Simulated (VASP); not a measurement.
A run of VASP 6.6.1:

The input INCAR:

```
SYSTEM = InPd
  PREC = Accurate
  ENCUT = 470
  EDIFF = 1E-8
  ISMEAR = -1
  SIGMA = 0.05
  LREAL = .False.
  LASPH = .True.
  NELM = 120
  ALGO = Normal
  ISIF = 2
  LWAVE = .False.
  LCHARG = .False.
  GGA = PE
  LEFG = .True.
  NBANDS = 22
  GGA_COMPAT = .False.
```

The input KPOINTS:

```
regular mesh
0
Gamma
  9 9 9
  0 0 0
```

Contents of POSCAR:

```
InPd
1.0
    3.2718847800      0.0000000000      0.0000000000
    0.0000000000      3.2718847800      0.0000000000
    0.0000000000      0.0000000000      3.2718847800
In Pd
1 1
Direct
   -0.0450000000     -0.0450000000     -0.0450000000
    0.5450000000      0.5450000000      0.5450000000
```

Potentials or basis: VASP PAW PBE potentials, release 64 (In_d, Pd_sv_GW).

Command:

```sh
$ cat potpaw_PBE.64/In_d/POTCAR potpaw_PBE.64/Pd_sv_GW/POTCAR > POTCAR
$ mpirun -np 1 vasp_std > vasp.out
```

Hardware: 1 thread of Intel(R) Xeon(R) Platinum 8488C (Sapphire Rapids) (shared host).

Problem. Estimate the wall time of this run.

Solution. It took 45 s on 1 thread of Intel(R) Xeon(R) Platinum 8488C (Sapphire Rapids), with other jobs on the host, peak memory 0.2 GiB. Counts: scf iterations 15, k points 85.
